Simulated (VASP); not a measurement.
# Sn in VASP: notebook

The runs below take Sn through single point, with PBEsol.

Program: VASP 6.6.1. These are calculated values, not measurements. Logs are shortened: lines on timing, memory, paths and dates and some standing lists are left out, and cuts for length are marked.

## Step 1: The cell of the first run

The structure is cubic, space group Fd-3m (No. 227). The conventional cell has a = 6.737 Å, b = 6.737 Å, c = 6.737 Å, α = 90.00°, β = 90.00°, γ = 90.00°. Sn (site symmetry -43m) has 4 Sn at 2.92 Å within 3.8 Å.

This isn't the form of Sn at room conditions, which is tetragonal (white tin).

## Step 2: Single point, PBEsol (equal strain along all axes, cell held: +3.0 %)

Input file INCAR:

```
SYSTEM = Sn
ALGO = Fast ; EDIFF = 1E-6
ENCUT = 520 ; GGA = PS
ISIF = 2 ; ISMEAR = 0
LASPH = .TRUE. ; LCHARG = .FALSE.
LREAL = .FALSE. ; LWAVE = .FALSE.
NBANDS = 36 ; NELM = 60
PREC = Accurate ; SIGMA = 0.1
```

Input file KPOINTS:

```
k-points
0
G
  12 12 8
  0 0 0
```

Input file POSCAR:

```
Sn
1.0
    3.3684622545      3.3684622545      0.0000000000
   -3.3684622545      3.3684622545      0.0000000000
    0.0000000000      0.0000000000      6.7369245090
Sn
4
Direct
    0.0000000000      0.0000000000      0.5000000000
    0.0000000000      0.5000000000      0.2500000000
    0.5000000000      0.5000000000      0.0000000000
    0.5000000000      0.0000000000      0.7500000000
```

Potentials or basis: VASP PAW PBE potentials, release 64 (Sn_d).

Launch:

```console
cat potpaw_PBE.64/Sn_d/POTCAR > POTCAR
mpirun -np 1 vasp_std > vasp.out
```

OUTCAR:

```text
SYSTEM = Sn
   EDIFF = 1E-6
   ENCUT = 520
   GGA = PS
   ISIF = 2
   ISMEAR = 0
   LASPH = .TRUE.
   LREAL = .FALSE.
   NELM = 60
   PREC = Accurate

 ion  position               nearest neighbor table
   1  0.000  0.000  0.500-   2 2.92   4 2.92   2 2.92   4 2.92
   2  0.000  0.500  0.250-   1 2.92   3 2.92   1 2.92   3 2.92
   3  0.500  0.500  0.000-   2 2.92   4 2.92   4 2.92   2 2.92
   4  0.500  0.000  0.750-   1 2.92   3 2.92   3 2.92   1 2.92

  LATTYP: Found a simple tetragonal cell.
 ALAT       =     4.7637250047
 C/A-ratio  =     1.4142135624

  Lattice vectors:

 A1 = (   3.3684622545,   3.3684622545,   0.0000000000)
 A2 = (  -3.3684622545,   3.3684622545,   0.0000000000)
 A3 = (   0.0000000000,   0.0000000000,   6.7369245090)

Analysis of symmetry for initial positions (statically):
=====================================================================
 Subroutine PRICEL returns following result:

  LATTYP: Found a face centered cubic cell.
 ALAT       =     6.7369245090

  Lattice vectors:

 A1 = (   0.0000000000,  -3.3684622545,  -3.3684622545)
 A2 = (   3.3684622545,   0.0000000000,  -3.3684622545)
 A3 = (   3.3684622545,  -3.3684622545,   0.0000000000)

   2 primitive cells build up your supercell.

 Routine SETGRP: Setting up the symmetry group for a
 simple tetragonal supercell.

 Subroutine GETGRP returns: Found 16 space group operations
 (whereof  8 operations were pure point group operations)
 out of a pool of 16 trial point group operations.

The static configuration has the point symmetry D_2d.
 The point group associated with its full space group is D_4h.

Analysis of symmetry for dynamics (positions and initial velocities):
=====================================================================
 Subroutine PRICEL returns following result:

  LATTYP: Found a face centered cubic cell.
 ALAT       =     6.7369245090

  Lattice vectors:

 A1 = (   0.0000000000,  -3.3684622545,  -3.3684622545)
 A2 = (   3.3684622545,   0.0000000000,  -3.3684622545)
 A3 = (   3.3684622545,  -3.3684622545,   0.0000000000)

   2 primitive cells build up your supercell.

 Routine SETGRP: Setting up the symmetry group for a
 simple tetragonal supercell.

 Subroutine GETGRP returns: Found 16 space group operations
 (whereof  8 operations were pure point group operations)
 out of a pool of 16 trial point group operations.

The dynamic configuration has the point symmetry D_2d.
 The point group associated with its full space group is D_4h.

 Subroutine INISYM returns: Found 16 space group operations
 (whereof  8 operations are pure point group operations),
 and found     2 'primitive' translations

----------------------------------------------------------------------------------------

                                     Primitive cell

  volume of cell :      76.4408

  direct lattice vectors                    reciprocal lattice vectors
     0.000000000 -3.368462254 -3.368462254    -0.148435684 -0.148435684 -0.148435684
     3.368462254  0.000000000 -3.368462254     0.148435684  0.148435684 -0.148435684
     3.368462254 -3.368462254  0.000000000     0.148435684 -0.148435684  0.148435684

  length of vectors
     4.763725005  4.763725005  4.763725005     0.257098147  0.257098147  0.257098147

  position of ions in fractional coordinates (direct lattice)
     0.500000000  0.500000000  0.500000000
     0.750000000  0.750000000  0.750000000

  ion indices of the primitive-cell ions
   primitive index   ion index
                 1           1
                 2           2

----------------------------------------------------------------------------------------

 KPOINTS: k-points

Automatic generation of k-mesh.
 Grid dimensions read from file:
 generate k-points for:   12   12    8

 Generating k-lattice:

  Cartesian coordinates                     Fractional coordinates (reciprocal lattice)
     0.012369640  0.012369640  0.000000000     0.083333333  0.000000000  0.000000000
    -0.012369640  0.012369640  0.000000000     0.000000000  0.083333333  0.000000000
     0.000000000  0.000000000  0.018554461     0.000000000  0.000000000  0.125000000

  Length of vectors
     0.017493313  0.017493313  0.018554461

  Shift w.r.t. Gamma in fractional coordinates (k-lattice)
     0.000000000  0.000000000  0.000000000

 Subroutine IBZKPT returns following result:
 ===========================================

 Found    140 irreducible k-points:

 Following reciprocal coordinates:
            Coordinates               Weight
  0.000000  0.000000  0.000000      1.000000
  0.083333  0.000000  0.000000      4.000000
  0.166667  0.000000  0.000000      4.000000
  0.250000  0.000000  0.000000      4.000000
  0.333333  0.000000  0.000000      4.000000
  0.416667  0.000000  0.000000      4.000000
[... 16 lines left out ...]
  0.333333  0.333333  0.000000      4.000000
  0.416667  0.333333  0.000000      8.000000
 [... further k-points ...]
   k-points           NKPTS =    140   k-points in BZ     NKDIM =    140   number of bands    NBANDS=     36
   number of dos      NEDOS =    301   number of ions     NIONS =      4
   total plane-waves  NPLWV =  64800
   dimension x,y,z NGX =    36 NGY =   36 NGZ =   50
   dimension x,y,z NGXF=    72 NGYF=   72 NGZF=  100
   ions per type =               4
   NGX,Y,Z   is equivalent  to a cutoff of  12.56, 12.56, 12.34 a.u.
   NGXF,Y,Z  is equivalent  to a cutoff of  25.13, 25.13, 24.68 a.u.
 SYSTEM =  Sn
   PREC   = accura    normal or accurate (medium, high low for compatibility)
   ISTART =      0    job   : 0-new  1-cont  2-samecut
   ICHARG =      2    charge: 1-file 2-atom 10-const
   ISPIN  =      1    spin polarized calculation?
   LNONCOLLINEAR =      F non collinear calculations
   LSORBIT =      F    spin-orbit coupling
   LASPH  =      T    aspherical Exc in radial PAW
   ENCUT  =  520.0 eV  38.22 Ry    6.18 a.u.   8.86  8.86 12.53*2*pi/ulx,y,z
   NELM   =     60;   NELMIN=  2; NELMDL= -5     # of ELM steps
   EDIFF  = 0.1E-05   stopping-criterion for ELM
   LREAL  =      F    real-space projection
[... 7 lines left out ...]
   TEBEG  =    0.0;   TEEND  =   0.0 temperature during run
   PSTRESS=    0.0 pullay stress
   NELECT =      56.0000    total number of electrons
   NUPDOWN=      -1.0000    fix difference up-down
   EMIN   =  10.00;   EMAX   =-10.00  energy-range for DOS
   EFERMI =   0.00;   METHOD = LEGACY
   ISMEAR =     0;   SIGMA  =   0.10  broadening in eV -4-tet -1-fermi 0-gaus
   EFERMI_NEDOS =   21; number of points for ismear=-14 and -15
   IALGO  =     68    algorithm
   IMIX   =      4    mixing-type and parameters
     AMIX     =   0.40;   BMIX     =  1.00
     AMIX_MAG =   1.60;   BMIX_MAG =  1.00
  volume/ion in A,a.u.               =      38.22       257.92
  Fermi-wavevector in a.u.,A,eV,Ry     =   1.171348  2.213526 18.667947  1.372055
  Thomas-Fermi vector in A             =   2.307793
   LORBIT       =      0    0 simple, 1 ext, 2 COOP (PROOUT), +10 PAW based schemes
   GGA     = PS    functional components
   LHFCALC =     F    Hartree Fock is set to
   AEXX    =    0.0000 exact exchange contribution
   IVDW    =     0    specifies the selected vdW correction
   LEPSILON=     F    determine dielectric tensor
   LRPA    =     F    only Hartree local field effects (RPA)
 non-spin polarized calculation
 RMM-DIIS sequential band-by-band and
 Gauss-broadening in eV      SIGMA  =   0.10
  energy-cutoff  :      520.00
  volume of cell :      152.88
 maximum number of plane-waves:      4142
 NGX is ok and might be reduce to    36
   NGX = 17   NGY = 17   NGZ = 25

 number of electron      56.0000046 magnetization

 Free energy of the ion-electron system (eV)
  ---------------------------------------------------
  ext. energy  EPLUGINS =         0.00000000
  ---------------------------------------------------
  free energy    TOTEN  =       -16.79861992 eV

  energy without entropy =      -16.79606343  energy(sigma->0) =      -16.79734167

 E-fermi :   4.3296     XC(G=0):  -8.5851

 val. band max:        4.3183631441   @ k =   0.0833   0.0833   0.1250
 cond. band min:       4.3334303071   @ k =   0.1667   0.0000   0.0000
 fundamental gap:      0.0150671630
 Fermi energy:         4.3295608000

 k-point     1 :       0.0000    0.0000    0.0000
  band No.  band energies     occupation
      1     -17.0797      2.00000
      2     -17.0797      2.00000
      3     -17.0409      2.00000
      4     -17.0409      2.00000
      5     -17.0408      2.00000
      6     -16.9946      2.00000
[... 28 lines left out ...]
     35       9.1422      0.00000
     36      11.3838      0.00000

 k-point     2 :       0.0833    0.0000    0.0000
  band No.  band energies     occupation
      1     -17.0832      2.00000
      2     -17.0797      2.00000
      3     -17.0443      2.00000
      4     -17.0424      2.00000
      5     -17.0406      2.00000
      6     -16.9918      2.00000
[... 28 lines left out ...]
     35       9.3739      0.00000
     36      10.9943      0.00000

 k-point     3 :       0.1667    0.0000    0.0000
  band No.  band energies     occupation
      1     -17.0901      2.00000
      2     -17.0798      2.00000
      3     -17.0516      2.00000
      4     -17.0470      2.00000
      5     -17.0384      2.00000
      6     -16.9846      2.00000
[... 28 lines left out ...]
     35       9.9562      0.00000
     36      10.3196      0.00000

 k-point     4 :       0.2500    0.0000    0.0000
  band No.  band energies     occupation
      1     -17.0952      2.00000
      2     -17.0797      2.00000
      3     -17.0595      2.00000
      4     -17.0544      2.00000
      5     -17.0324      2.00000
      6     -16.9759      2.00000
[... 28 lines left out ...]
     35       9.6301      0.00000
     36       9.9583      0.00000

 k-point     5 :       0.3333    0.0000    0.0000
  band No.  band energies     occupation
      1     -17.0960      2.00000
      2     -17.0792      2.00000
      3     -17.0664      2.00000
      4     -17.0640      2.00000
      5     -17.0217      2.00000
      6     -16.9757      2.00000
[... 655 lines left out ...]
 k-point    22 :       0.5000    0.2500    0.0000
  band No.  band energies     occupation
      1     -17.0824      2.00000
      2     -17.0824      2.00000
      3     -17.0806      2.00000
      4     -17.0806      2.00000
      5     -16.9963      2.00000
      6     -16.9963      2.00000
[... 28 lines left out ...]
     35      10.2751      0.00000
     36      10.2751      0.00000

 k-point    23 :       0.3333    0.3333    0.0000
  band No.  band energies     occupation
      1     -17.0891      2.00000
      2     -17.0891      2.00000
      3     -17.0710      2.00000
      4     -17.0710      2.00000
      5     -17.0269      2.00000
      6     -16.9463      2.00000
[... 28 lines left out ...]
     35       9.9000      0.00000
     36       9.9003      0.00000

 k-point    24 :       0.4167    0.3333    0.0000
  band No.  band energies     occupation
      1     -17.0861      2.00000
      2     -17.0853      2.00000
      3     -17.0757      2.00000
      4     -17.0756      2.00000
      5     -17.0140      2.00000
      6     -16.9715      2.00000
[... 28 lines left out ...]
     35      10.4005      0.00000
     36      10.4443      0.00000

 [... further k-points ...]
[... 5 lines left out ...]
  --------------------------------------------------------------------------------------
  -------------------------------------------------------------------------------------
  Total       -2.9418133     -2.9418133     -2.9554539      0.0000000      0.0000000     -0.0000000
  in kB      -30.8297958    -30.8297958    -30.9727470      0.0000000      0.0000000     -0.0000000
  external PRESSURE =     -30.8774462 kB  Pullay stress =       0.0000000 kB

 VOLUME and BASIS-vectors are now :
 -----------------------------------------------------------------------------
  energy-cutoff  :      520.00
  volume of cell :      152.88
      direct lattice vectors                 reciprocal lattice vectors
     3.368462254  3.368462254  0.000000000     0.148435684  0.148435684  0.000000000
    -3.368462254  3.368462254  0.000000000    -0.148435684  0.148435684  0.000000000
     0.000000000  0.000000000  6.736924509     0.000000000  0.000000000  0.148435684

 POSITION                                       TOTAL-FORCE (eV/Angst)
 -----------------------------------------------------------------------------------
      0.00000      0.00000      3.36846         0.000000      0.000000      0.000000
     -1.68423      1.68423      1.68423        -0.000000     -0.000000      0.000000
      0.00000      3.36846      0.00000        -0.000000     -0.000000     -0.000000
      1.68423      1.68423      5.05269         0.000000      0.000000      0.000000
 -----------------------------------------------------------------------------------
    total drift:                               -0.000000      0.000000      0.000000

  FREE ENERGIE OF THE ION-ELECTRON SYSTEM (eV)
  ---------------------------------------------------
  free  energy   TOTEN  =       -16.7986199187 eV

  energy  without entropy=      -16.7960634261  energy(sigma->0) =      -16.79734167
```

It took 4.3 min on 1 thread of Intel Xeon 6975P-C (Granite Rapids), shared host; peak memory 0.62 GiB.

Results:

| Item | Value |
| --- | --- |
| Free energy | -16.7986 eV |
| Pressure | -3.1 GPa |
| Band gap on the k mesh | zero (bands 28 and 29 overlap by 0.35 eV) |

Levels at points of the mesh, in eV from the Fermi level:
| k point | band 25 | band 26 | band 27 | band 28 | band 29 | band 30 | band 31 | band 32 |
| --- | --- | --- | --- | --- | --- | --- | --- | --- |
| (0.00, 0.00, 0.00) | -2.08 | -1.40 | 0.13 | 0.13 | 0.13 | 0.91 | 0.91 | 2.17 |
| (0.50, 0.00, 0.00) | -2.56 | -2.56 | -0.97 | -0.97 | 1.37 | 1.37 | 3.79 | 3.79 |
| (0.50, 0.50, 0.00) | -2.08 | -2.08 | -2.08 | -2.08 | 0.91 | 0.91 | 0.91 | 0.91 |
| (0.00, 0.00, 0.50) | -1.32 | -1.32 | -1.32 | -1.32 | 1.07 | 1.07 | 1.92 | 1.92 |
| (0.50, 0.00, 0.50) | -0.91 | -0.91 | -0.91 | -0.91 | -0.21 | -0.21 | 3.20 | 3.20 |
| (0.50, 0.50, 0.50) | -2.58 | -2.58 | -2.58 | -2.58 | 3.11 | 3.11 | 3.11 | 3.11 |

Caveat: the cell differs from its parent crystal (equal strain along all axes, cell held: +3.0 %); the cell stands under tension; the PAW data sets were made with another functional, which shifts forces and pressure a little; spin-orbit coupling is left out, which moves the levels of the heavy elements.

(Continued in part 2 of 2.)

The gap in the log of VASP goes by the Fermi energy; the results here count the filled bands.